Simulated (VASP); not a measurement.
# Ge (Fd-3m) in VASP: further runs, part 2 of 2

VASP 6.6.1. Earlier steps stand in the parts before.

## Step 4: Single point, BLYP, collinear spin (23.09 Å³/atom)

This run uses another cell than the first one, of 23.09 Å³/atom.

Contents of INCAR:

```
SYSTEM = Ge
PREC = Accurate
ENCUT = 520
EDIFF = 1E-6
ISMEAR = 1
SIGMA = 0.05
LREAL = .False.
LASPH = .True.
NELM = 150
ALGO = Normal
ISIF = 2
LWAVE = .False.
LCHARG = .True.
ISPIN = 2
MAGMOM = 0.5 -0.5
LORBIT = 11
GGA = B5
ALDAX = 1.0
AGGAX = 1.0
AGGAC = 1.0
ALDAC = 0.0
LELF = .True.
LVHAR = .True.
NBANDS = 25
```

Contents of KPOINTS:

```
Automatic mesh
0
Gamma
  8 8 8
  0 0 0
```

Contents of POSCAR:

```
Ge
1.0
    0.0000000000      2.8476450493      2.8476450493
    2.8476450493      0.0000000000      2.8476450493
    2.8476450493      2.8476450493      0.0000000000
Ge
2
Direct
    0.7500000000      0.7500000000      0.7500000000
    0.5000000000      0.5000000000      0.5000000000
```

Potentials or basis: VASP PAW PBE potentials, release 64 (Ge_d).

Started as:

```console
> cat potpaw_PBE.64/Ge_d/POTCAR > POTCAR
> mpirun -np 1 vasp_std > vasp.out
```

OUTCAR:

```text
SYSTEM = Ge
   PREC = Accurate
   ENCUT = 520
   EDIFF = 1E-6
   ISMEAR = 1
   LREAL = .False.
   LASPH = .True.
   NELM = 150
   ISIF = 2
   ISPIN = 2
   LORBIT = 11
   GGA = B5

 ion  position               nearest neighbor table
   1  0.750  0.750  0.750-   2 2.47   2 2.47   2 2.47   2 2.47
   2  0.500  0.500  0.500-   1 2.47   1 2.47   1 2.47   1 2.47

  LATTYP: Found a face centered cubic cell.
 ALAT       =     5.6952900986

  Lattice vectors:

 A1 = (   0.0000000000,   2.8476450493,   2.8476450493)
 A2 = (   2.8476450493,   0.0000000000,   2.8476450493)
 A3 = (   2.8476450493,   2.8476450493,   0.0000000000)

Analysis of symmetry for initial positions (statically):
=====================================================================
 Subroutine PRICEL returns:
 Original cell was already a primitive cell.

 Routine SETGRP: Setting up the symmetry group for a
 face centered cubic supercell.

 Subroutine GETGRP returns: Found 48 space group operations
 (whereof 24 operations were pure point group operations)
 out of a pool of 48 trial point group operations.

The static configuration has the point symmetry T_d .
 The point group associated with its full space group is O_h .

Analysis of symmetry for dynamics (positions and initial velocities):
=====================================================================
 Subroutine PRICEL returns:
 Original cell was already a primitive cell.

 Routine SETGRP: Setting up the symmetry group for a
 face centered cubic supercell.

 Subroutine GETGRP returns: Found 48 space group operations
 (whereof 24 operations were pure point group operations)
 out of a pool of 48 trial point group operations.

The dynamic configuration has the point symmetry T_d .
 The point group associated with its full space group is O_h .

Analysis of structural, dynamic, and magnetic symmetry:
=====================================================================
 Subroutine PRICEL returns:
 Original cell was already a primitive cell.

 Routine SETGRP: Setting up the symmetry group for a
 face centered cubic supercell.

 Subroutine GETGRP returns: Found 48 space group operations
 (whereof 24 operations were pure point group operations)
 out of a pool of 48 trial point group operations.

The overall configuration has the point symmetry T_d .
 The point group associated with its full space group is O_h .

 Subroutine INISYM returns: Found 48 space group operations
 (whereof 24 operations are pure point group operations),
 and found     1 'primitive' translations

----------------------------------------------------------------------------------------

                                     Primitive cell

  volume of cell :      46.1836

  direct lattice vectors                    reciprocal lattice vectors
     0.000000000  2.847645049  2.847645049    -0.175583681  0.175583681  0.175583681
     2.847645049  0.000000000  2.847645049     0.175583681 -0.175583681  0.175583681
     2.847645049  2.847645049  0.000000000     0.175583681  0.175583681 -0.175583681

  length of vectors
     4.027178250  4.027178250  4.027178250     0.304119857  0.304119857  0.304119857

  position of ions in fractional coordinates (direct lattice)
     0.750000000  0.750000000  0.750000000
     0.500000000  0.500000000  0.500000000

  ion indices of the primitive-cell ions
   primitive index   ion index
                 1           1
                 2           2
[... 64 lines left out ...]
   ISTART =      0    job   : 0-new  1-cont  2-samecut
   ICHARG =      2    charge: 1-file 2-atom 10-const
   ISPIN  =      2    spin polarized calculation?
   LNONCOLLINEAR =      F non collinear calculations
   LSORBIT =      F    spin-orbit coupling
   LASPH  =      T    aspherical Exc in radial PAW
   ENCUT  =  520.0 eV  38.22 Ry    6.18 a.u.   7.49  7.49  7.49*2*pi/ulx,y,z
   NELM   =    150;   NELMIN=  2; NELMDL= -5     # of ELM steps
   EDIFF  = 0.1E-05   stopping-criterion for ELM
   LREAL  =      F    real-space projection
   EDIFFG = 0.1E-04   stopping-criterion for IOM
   NSW    =      0    number of steps for IOM
   IBRION =     -1    ionic relax: 0-MD 1-quasi-New 2-CG
   NFREE  =      0    steps in history (QN), initial steepest desc. (CG)
   ISIF   =      2    stress and relaxation
   ISYM   =      2    0-nonsym 1-usesym 2-fastsym
   POTIM  = 0.5000    time-step for ionic-motion
   TEBEG  =    0.0;   TEEND  =   0.0 temperature during run
   PSTRESS=    0.0 pullay stress
   NELECT =      28.0000    total number of electrons
   NUPDOWN=      -1.0000    fix difference up-down
   EMIN   =  10.00;   EMAX   =-10.00  energy-range for DOS
   EFERMI =   0.00;   METHOD = LEGACY
   ISMEAR =     1;   SIGMA  =   0.05  broadening in eV -4-tet -1-fermi 0-gaus
   EFERMI_NEDOS =   21; number of points for ismear=-14 and -15
   IALGO  =     38    algorithm
   IMIX   =      4    mixing-type and parameters
     AMIX     =   0.40;   BMIX     =  1.00
     AMIX_MAG =   1.60;   BMIX_MAG =  1.00
  volume/ion in A,a.u.               =      23.09       155.83
  Fermi-wavevector in a.u.,A,eV,Ry     =   1.385580  2.618367 26.120905  1.919832
  Thomas-Fermi vector in A             =   2.509977
   LORBIT       =     11    0 simple, 1 ext, 2 COOP (PROOUT), +10 PAW based schemes
   GGA     = B5    functional components
   LHFCALC =     F    Hartree Fock is set to
   AEXX    =    0.0000 exact exchange contribution
   IVDW    =     0    specifies the selected vdW correction
   LEPSILON=     F    determine dielectric tensor
   LRPA    =     F    only Hartree local field effects (RPA)
 spin polarized calculation
 Methfessel and Paxton  Order N= 1 SIGMA  =   0.05
  energy-cutoff  :      520.00
  volume of cell :       46.18
 maximum number of plane-waves:      1265
 NGX is ok and might be reduce to    30
   NGX = 15   NGY = 15   NGZ = 15

 number of electron      28.0000006 magnetization       0.0000000

 number of electron      28.0000006 magnetization      -0.0000000

 Free energy of the ion-electron system (eV)
  ---------------------------------------------------
  ext. energy  EPLUGINS =         0.00000000
  ---------------------------------------------------
  free energy    TOTEN  =        -7.59145960 eV

  energy without entropy =       -7.59141030  energy(sigma->0) =       -7.59144317

 E-fermi :   5.2369     XC(G=0):  -9.2625

 val. band max:        5.2256956008   @ k =   0.0000   0.0000   0.0000
 cond. band min:       5.3289073481   @ k =   0.5000   0.0000   0.0000
 fundamental gap:      0.1032117473
 Fermi energy:         5.2368554779

 spin component 1

 k-point     1 :       0.0000    0.0000    0.0000
  band No.  band energies     occupation
      1     -19.5457      1.00000
      2     -19.5457      1.00000
      3     -19.5457      1.00000
      4     -19.5093      1.00000
      5     -19.5093      1.00000
      6     -19.3082      1.00000
[... 661 lines left out ...]
     24      21.7070      0.00000
     25      22.9704      0.00000

 [... further k-points ...]

 spin component 2

 k-point     1 :       0.0000    0.0000    0.0000
  band No.  band energies     occupation
      1     -19.5457      1.00000
      2     -19.5457      1.00000
      3     -19.5457      1.00000
      4     -19.5093      1.00000
      5     -19.5093      1.00000
      6     -19.3082      1.00000
[... 661 lines left out ...]
     24      21.7070      0.00000
     25      22.9704      0.00000

 [... further k-points ...]
[... 5 lines left out ...]
  --------------------------------------------------------------------------------------
  -------------------------------------------------------------------------------------
  Total        1.7170760      1.7170760      1.7170760     -0.0000000      0.0000000     -0.0000000
  in kB       59.5679353     59.5679353     59.5679353     -0.0000000      0.0000000     -0.0000000
  external PRESSURE =      59.5679353 kB  Pullay stress =       0.0000000 kB

 VOLUME and BASIS-vectors are now :
 -----------------------------------------------------------------------------
  energy-cutoff  :      520.00
  volume of cell :       46.18
      direct lattice vectors                 reciprocal lattice vectors
     0.000000000  2.847645049  2.847645049    -0.175583681  0.175583681  0.175583681
     2.847645049  0.000000000  2.847645049     0.175583681 -0.175583681  0.175583681
     2.847645049  2.847645049  0.000000000     0.175583681  0.175583681 -0.175583681

 POSITION                                       TOTAL-FORCE (eV/Angst)
 -----------------------------------------------------------------------------------
      4.27147      4.27147      4.27147        -0.000000     -0.000000     -0.000000
      2.84765      2.84765      2.84765         0.000000      0.000000      0.000000
 -----------------------------------------------------------------------------------
    total drift:                                0.000000     -0.000000     -0.000000

  FREE ENERGIE OF THE ION-ELECTRON SYSTEM (eV)
  ---------------------------------------------------
  free  energy   TOTEN  =        -7.5914596002 eV

  energy  without entropy=       -7.5914102971  energy(sigma->0) =       -7.59144317

 total charge

# of ion       s       p       d       tot
------------------------------------------
    1        1.137   1.253  10.022  12.412
    2        1.137   1.253  10.022  12.412
--------------------------------------------------
tot          2.273   2.507  20.044  24.824

 magnetization (x)

# of ion       s       p       d       tot
------------------------------------------
    1       -0.000  -0.000  -0.000  -0.000
    2        0.000   0.000   0.000   0.000
--------------------------------------------------
tot          0.000   0.000   0.000   0.000
```

OSZICAR:

```text
N       E                     dE             d eps       ncg     rms          rms(c)
DAV:   1     0.206760363189E+03    0.20676E+03   -0.13591E+04  3600   0.304E+03
DAV:   2     0.243472421189E+02   -0.18241E+03   -0.17340E+03  2956   0.598E+02
DAV:   3    -0.651671280546E+01   -0.30864E+02   -0.30617E+02  3351   0.132E+02
DAV:   4    -0.760036852800E+01   -0.10837E+01   -0.10831E+01  3202   0.282E+01
DAV:   5    -0.761676260145E+01   -0.16394E-01   -0.16393E-01  3414   0.389E+00    0.529E+00
DAV:   6    -0.761728490058E+01   -0.52230E-03   -0.46517E-02  3993   0.105E+01    0.252E+00
DAV:   7    -0.760124422268E+01    0.16041E-01   -0.30872E-02  3967   0.654E+00    0.135E+00
DAV:   8    -0.759064319158E+01    0.10601E-01   -0.31143E-02  3506   0.197E+00    0.218E-01
DAV:   9    -0.759107841352E+01   -0.43522E-03   -0.20027E-03  4018   0.129E+00    0.102E-01
DAV:  10    -0.759137475574E+01   -0.29634E-03   -0.70544E-04  3860   0.704E-01    0.460E-02
DAV:  11    -0.759146206659E+01   -0.87311E-04   -0.10922E-04  3526   0.315E-01    0.109E-02
DAV:  12    -0.759145941946E+01    0.26471E-05   -0.17863E-05  4119   0.125E-01    0.445E-03
DAV:  13    -0.759145960021E+01   -0.18075E-06   -0.15104E-06  2681   0.409E-02
   1 F= -.75914596E+01 E0= -.75914432E+01  d E =-.493031E-04  mag=     0.0000
```

Run time: 1.8 min. Hardware: 1 thread of AMD EPYC 7R13, shared host; peak memory 0.18 GiB.

Results:

- Free energy: -7.5915 eV
- Pressure: 6.0 GPa
- Band gap on the k mesh: zero (filled and empty bands touch)
- Net moment: 0.00 μB per cell
- Valence electrons inside the program's atomic spheres: Ge 12.41

Levels at points of the mesh, in eV from the Fermi level:
Spin up:
```csv
k point,band 12,band 13,band 14,band 15,band 16,band 17
"(0.00, 0.00, 0.00)",-0.37,-0.01,-0.01,-0.01,2.56,2.56
"(0.50, 0.00, 0.00)",-7.51,-1.38,-1.38,0.09,3.80,3.80
"(0.50, 0.50, 0.00)",-8.87,-2.98,-2.98,0.90,0.90,9.24
```
Spin down:
```
           k point  band 11  band 12  band 13  band 14  band 15  band 16  band 17  band 18
(0.00, 0.00, 0.00)   -12.64    -0.37    -0.01    -0.01    -0.01     2.56     2.56     2.56
(0.50, 0.00, 0.00)   -10.63    -7.51    -1.38    -1.38     0.09     3.80     3.80     7.36
(0.50, 0.50, 0.00)    -8.87    -8.87    -2.98    -2.98     0.90     0.90     9.24     9.24
```

Caveat: the cell stands under pressure; semilocal functionals underestimate gaps, and a narrow one can read as zero; the PAW data sets were made with another functional, which shifts forces and pressure a little.

## Step 5: Single point, BLYP, collinear spin (23.54 Å³/atom)

This run uses another cell than the first one, of 23.54 Å³/atom.

Contents of INCAR:

```
PREC     = Accurate       # precision mode
ENCUT    = 520            # plane-wave cutoff, eV
EDIFF    = 1E-6           # SCF threshold, eV
ISMEAR   = 1              # smearing method
SIGMA    = 0.05           # smearing width, eV
LREAL    = F              # projectors in reciprocal space
LASPH    = T              # aspherical terms in the spheres
NELM     = 150            # most SCF steps
ALGO     = Normal         # electronic algorithm
ISIF     = 2              # what is computed and relaxed
LWAVE    = F              # write WAVECAR
LCHARG   = F              # write CHGCAR
ISPIN    = 2              # spin polarisation
MAGMOM   = 0.5 -0.5       # initial moments
LORBIT   = 11             # projections on sites
GGA      = B5             # functional
ALDAX    = 1.0          
AGGAX    = 1.0          
AGGAC    = 1.0          
ALDAC    = 0.0          
NBANDS   = 25             # bands
```

Contents of KPOINTS:

```
Automatic mesh
0
Gamma
  8 8 8
```

Contents of POSCAR:

```
Ge
1.0
    0.0000000000      2.8661367691      2.8661367691
    2.8661367691      0.0000000000      2.8661367691
    2.8661367691      2.8661367691      0.0000000000
Ge
2
Direct
    0.7500000000      0.7500000000      0.7500000000
    0.5000000000      0.5000000000      0.5000000000
```

Started as:

```console
> cat potpaw_PBE.64/Ge_d/POTCAR > POTCAR
> mpirun -np 1 vasp_std > vasp.out
```

Wall time 1.7 min (1 thread of AMD EPYC 7R13, shared host); peak memory 0.18 GiB.

It converged, with:

| Quantity | Value |
| --- | --- |
| Free energy | -7.6214 eV |
| Pressure | 4.6 GPa |
| Band gap on the k mesh | zero (filled and empty bands touch) |
| Net moment | 0.00 μB per cell |
| Valence electrons inside the program's atomic spheres | Ge 12.39 |

Levels at points of the mesh, in eV from the Fermi level:
Spin up:
```
           k point  band 11  band 12  band 13  band 14  band 15  band 16  band 17  band 18
(0.00, 0.00, 0.00)   -12.50    -0.54    -0.01    -0.01    -0.01     2.55     2.55     2.55
(0.50, 0.00, 0.00)   -10.53    -7.43    -1.35    -1.35     0.04     3.79     3.79     7.34
(0.50, 0.50, 0.00)    -8.80    -8.80    -2.91    -2.91     0.92     0.92     9.08     9.08
```
Spin down:
```tsv
k point	band 10	band 11	band 12	band 13	band 14	band 15	band 16	band 17	band 18	band 19
(0.00, 0.00, 0.00)	-24.52	-12.50	-0.54	-0.01	-0.01	-0.01	2.55	2.55	2.55	6.60
(0.50, 0.00, 0.00)	-24.49	-10.53	-7.43	-1.35	-1.35	0.04	3.79	3.79	7.34	10.47
(0.50, 0.50, 0.00)	-24.48	-8.80	-8.80	-2.91	-2.91	0.92	0.92	9.08	9.08	11.24
```

Caveat: the cell stands under pressure; semilocal functionals underestimate gaps, and a narrow one can read as zero; the PAW data sets were made with another functional, which shifts forces and pressure a little.

## Step 6: Single point, BLYP, collinear spin (24.00 Å³/atom)

This run uses another cell than the first one, of 24.00 Å³/atom.

Contents of INCAR:

```
SYSTEM = Ge
PREC = Accurate ; ENCUT = 520
EDIFF = 1E-6 ; ISMEAR = 1
SIGMA = 0.05 ; LREAL = .FALSE.
LASPH = .TRUE. ; NELM = 150
ALGO = Normal ; ISIF = 2
LWAVE = .FALSE. ; LCHARG = .FALSE.
ISPIN = 2 ; MAGMOM = 0.5 -0.5
LORBIT = 11 ; GGA = B5
ALDAX = 1.0 ; AGGAX = 1.0
AGGAC = 1.0 ; ALDAC = 0.0
NBANDS = 25
```

Contents of KPOINTS:

```
Automatic mesh
0
G
  8 8 8
  0 0 0
```

Contents of POSCAR:

```
Ge
1.0
    0.0000000000      2.8843929095      2.8843929095
    2.8843929095      0.0000000000      2.8843929095
    2.8843929095      2.8843929095      0.0000000000
Ge
2
Direct
    0.7500000000      0.7500000000      0.7500000000
    0.5000000000      0.5000000000      0.5000000000
```

Potentials or basis: VASP PAW PBE potentials, release 64 (Ge_d).

Started as:

```console
> cat potpaw_PBE.64/Ge_d/POTCAR > POTCAR
> mpirun -np 1 vasp_std > vasp.out
```

It took 1.7 min on 1 thread of AMD EPYC 7R13, shared host; peak memory 0.18 GiB.

It converged, with:

```yaml
Free_energy: -7.6440 eV
Pressure: 3.3 GPa
Band_gap_on_the_k_mesh: zero (filled and empty bands overlap)
Net_moment: 0.00 μB per cell
Valence_electrons_inside_the_program's_atomic_spheres: Ge 12.37
```

Levels at points of the mesh, in eV from the Fermi level:
Spin up:
```
           k point  band 10  band 11  band 12  band 13  band 14  band 15  band 16  band 17  band 18  band 19
(0.00, 0.00, 0.00)   -24.48   -12.34    -0.68     0.02     0.02     0.02     2.56     2.56     2.56     6.58
(0.50, 0.00, 0.00)   -24.45   -10.42    -7.33    -1.29    -1.29     0.01     3.80     3.80     7.35    10.34
(0.50, 0.50, 0.00)   -24.44    -8.70    -8.70    -2.82    -2.82     0.96     0.96     8.95     8.95    11.09
```
Spin down:
```
           k point  band 10  band 11  band 12  band 13  band 14  band 15  band 16  band 17  band 18  band 19
(0.00, 0.00, 0.00)   -24.48   -12.34    -0.68     0.02     0.02     0.02     2.56     2.56     2.56     6.58
(0.50, 0.00, 0.00)   -24.45   -10.42    -7.33    -1.29    -1.29     0.01     3.80     3.80     7.35    10.34
(0.50, 0.50, 0.00)   -24.44    -8.70    -8.70    -2.82    -2.82     0.96     0.96     8.95     8.95    11.09
```

Caveat: the cell stands under pressure; semilocal functionals underestimate gaps, and a narrow one can read as zero; the PAW data sets were made with another functional, which shifts forces and pressure a little.

## Step 7: Overview

| cell | gap on the mesh (eV) | pressure (GPa) | moment (μB) |
| --- | --- | --- | --- |
| a = 3.974 Å, angles 60.0°, 2 atoms | 0.01 | 9.2 | 0.00 |
| a = 4.001 Å, angles 60.0°, 2 atoms | none | 7.5 | 0.00 |
| a = 4.027 Å, angles 60.0°, 2 atoms | none | 6.0 | 0.00 |
| a = 4.053 Å, angles 60.0°, 2 atoms | none | 4.6 | 0.00 |
| a = 4.079 Å, angles 60.0°, 2 atoms | none | 3.3 | 0.00 |

Alike in all rows: task single point; level BLYP; potentials or basis VASP PAW PBE potentials, release 64 (Ge_d); spin collinear; k mesh 8 × 8 × 8; cutoff (eV) 520; smearing methfessel-paxton 0.05 eV.

Caveats: the cell stands under pressure; semilocal functionals underestimate gaps, and a narrow one can read as zero; the PAW data sets were made with another functional, which shifts forces and pressure a little; the smearing spreads over this small gap (at least some runs).

Absolute energies hang on the potentials; compare differences alone.

The gap in the log of VASP goes by the Fermi energy; the results here count the filled bands.